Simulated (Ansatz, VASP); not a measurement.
# Two plane-wave programs on ZrC

POSCAR

```
ZrC
1.0
    0.0000000000      2.5455200000      2.5455200000
    2.5455200000      0.0000000000      2.5455200000
    2.5455200000      2.5455200000      0.0000000000
Zr C
1 1
Direct
    0.5000000000      0.5000000000      0.5000000000
    0.7500000000      0.7500000000      0.7500000000
```

The input INCAR.step1:

```
SYSTEM = ZrC
PREC = Accurate
ENCUT = 520
EDIFF = 1E-5
ISMEAR = -1
SIGMA = 0.05
LREAL = .False.
LASPH = .True.
NELM = 80
ALGO = Normal
ISIF = 2
LWAVE = .True.
LCHARG = .False.
GGA = PE
NBANDS = 15
```

INCAR.step2

```
SYSTEM = ZrC
PREC = Accurate
ENCUT = 520
EDIFF = 1E-6
ISMEAR = -1
SIGMA = 0.05
LREAL = .False.
LASPH = .True.
NELM = 80
ALGO = Normal
ISIF = 2
LWAVE = .False.
LCHARG = .False.
GGA = PE
LHFCALC = .True.
AEXX = 0.25
HFSCREEN = 0.3
PRECFOCK = Normal
ISTART = 1
NBANDS = 15
```

File KPOINTS:

```
regular mesh
0
Gamma
  5 5 5
  0 0 0
```

The input input:

```
crystal:
  lattice:
    - [0.0, 2.54552, 2.54552]
    - [2.54552, 0.0, 2.54552]
    - [2.54552, 2.54552, 0.0]
  atoms:
    - { symbol: Zr, position: [0.5, 0.5, 0.5] }
    - { symbol: C, position: [0.75, 0.75, 0.75] }
hamiltonian:
  xc: { exchange: pbe, correlation: pbe, exx: { coeff: 0.25, omega: 0.3 } }
  pseudopotentials: { kind: paw }
kpoints:
  mp_grid: { grid: [5, 5, 5] }
  band_path:
    path:
      - [[0.0, 0.0, 0.0], [0.5, 0.0, 0.5], [0.5, 0.25, 0.75], [0.375, 0.375, 0.75], [0.0, 0.0, 0.0], [0.5, 0.5, 0.5], [0.625, 0.25, 0.625], [0.5, 0.25, 0.75], [0.5, 0.5, 0.5], [0.375, 0.375, 0.75]]
      - [[0.625, 0.25, 0.625], [0.5, 0.0, 0.5]]
    npoints: 4
scf:
  occupations: { method: fermi_dirac, width: 0.05 }
  n_extra_bands: 6
output:
  forces: true
  stress: true
  eigenvalues: true
  fatbands: false
```

Alike in both runs: functional PBE-based screened hybrid with a share of 0.25 of exact exchange and HFSCREEN = 0.3; k mesh 5 × 5 × 5; occupations fermi-dirac, width 0.05 eV; no spin polarisation.

|  | VASP | Ansatz |
| --- | --- | --- |
| version | VASP 6.6.1 | Ansatz 0.2.0 |
| potentials or method | VASP PAW PBE potentials, release 64 (Zr_sv, C) | Ansatz PAW |
| plane-wave cutoff (eV) | 520 | 420 |
| valence electrons in the cell | 16 | 16 |
| task | single point | band structure |

```tsv
	VASP	Ansatz	Ansatz less VASP
pressure (GPa)	-1.1	-1.2	-0.14
```

VASP's potentials were made for PBE, not for PBE-based screened hybrid. With one functional, cell and mesh, what is left measures potentials, basis and numerics.

The k mesh is coarse, so the values compare programs but aren't converged.
